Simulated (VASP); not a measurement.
Input of a VASP 6.6.1 run:

File INCAR:

```
ALGO = Fast ; EDIFF = 1E-7
ENCUT = 520 ; GGA = PS
ISIF = 2 ; ISMEAR = -1
ISPIN = 2 ; LASPH = True
LCHARG = False ; LMAXMIX = 4
LORBIT = 11 ; LREAL = False
LWAVE = False ; MAGMOM = 2 2 2 0
NBANDS = 27 ; NELM = 150
PREC = Accurate ; SIGMA = 0.05
```

The input KPOINTS:

```
k-points
0
Gamma
  8 8 8
```

POSCAR

```
AlCo3
1.0
    3.5986238423      0.0000000000      0.0000000000
    0.0000000000      3.5986238423      0.0000000000
    0.0000000000      0.0000000000      3.5986238423
Co Al
3 1
Direct
    0.0000000000      0.5000000000      0.5000000000
    0.5000000000      0.0000000000      0.5000000000
    0.5000000000      0.5000000000      0.0000000000
    0.0000000000      0.0000000000      0.0000000000
```

Potentials or basis: VASP PAW PBE potentials, release 64 (Co, Al).

Launch:

```console
$ cat potpaw_PBE.64/Co/POTCAR potpaw_PBE.64/Al/POTCAR > POTCAR
$ mpirun -np 1 vasp_std > vasp.out
```

(1) Estimate the pressure.

(2) Estimate the net moment.

Results:

(1) -10.9 GPa.

(2) 3.86 μB per cell.

Caveat: the PAW data sets were made with another functional, which shifts forces and pressure a little.
